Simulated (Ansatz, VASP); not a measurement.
**Two plane-wave programs on AlNi**

File INCAR:

```
ALGO = Fast ; EDIFF = 1E-6
ENCUT = 520 ; GGA = PS
ISIF = 2 ; ISMEAR = 0
LASPH = T ; LCHARG = T
LELF = T ; LREAL = F
LVHAR = T ; LWAVE = F
NBANDS = 14 ; NELM = 100
PREC = Accurate ; SIGMA = 0.15
```

KPOINTS

```
k-points
0
Gamma
  20 20 20
```

Contents of POSCAR:

```
AlNi
1.0
    2.0213280872     -1.7939479372      0.0000000000
    2.0213280872      1.7939479372      0.0000000000
    0.0000000000      0.0000000000      2.8694088111
Al Ni
1 1
Direct
    0.0000000000      0.0000000000      0.0000000000
    0.5000000000      0.5000000000      0.5000000000
```

Input for Ansatz:

```yaml
crystal:
  lattice:
    - [2.0213280872, -1.7939479372, 0.0]
    - [2.0213280872, 1.7939479372, 0.0]
    - [0.0, 0.0, 2.8694088111]
  atoms:
    - { symbol: Al, position: [0.0, 0.0, 0.0] }
    - { symbol: Ni, position: [0.5, 0.5, 0.5] }
basis:
  ecutwfc: 420
kpoints:
  mp_grid: { grid: [20, 20, 20] }
hamiltonian:
  xc: pbesol
scf:
  occupations: { method: gaussian, width: 0.15 }
output:
  forces: true
  stress: true
  eigenvalues: true
```

Change from the starting cell: strain -0.1125 x Voigt [0, 1, 0, 0, 0, 0], atoms carried along.

Alike in both runs: task single point; functional PBEsol; k mesh 20 × 20 × 20; occupations gaussian, width 0.15 eV; no spin polarisation.

```csv
,VASP,Ansatz
version,VASP 6.6.1,Ansatz 0.2.0
potentials or method,"VASP PAW PBE potentials, release 64 (Al, Ni), cutoff 520 eV","scalar-relativistic, plane waves, PAW"
valence electrons in the cell,13,21
```

|  | VASP | Ansatz | Ansatz less VASP |
| --- | --- | --- | --- |
| gap on the k mesh at the Fermi level (eV) | none | none | - |
| pressure (GPa) | 29.2 | 29.2 | -0.07 |
| traceless stress, the component that is largest in VASP (GPa) | 20.44 | 20.45 | +0.019 |

VASP's potentials were made for PBE, not for PBEsol. A gap of «none» marks a metal or a gap that the smearing closes. Both programs put the cell under a high pressure, so it lies far from rest at this level. VASP's potentials hold 13 valence electrons a cell and Ansatz's 21, so a difference there can come from the potentials and not from the codes.
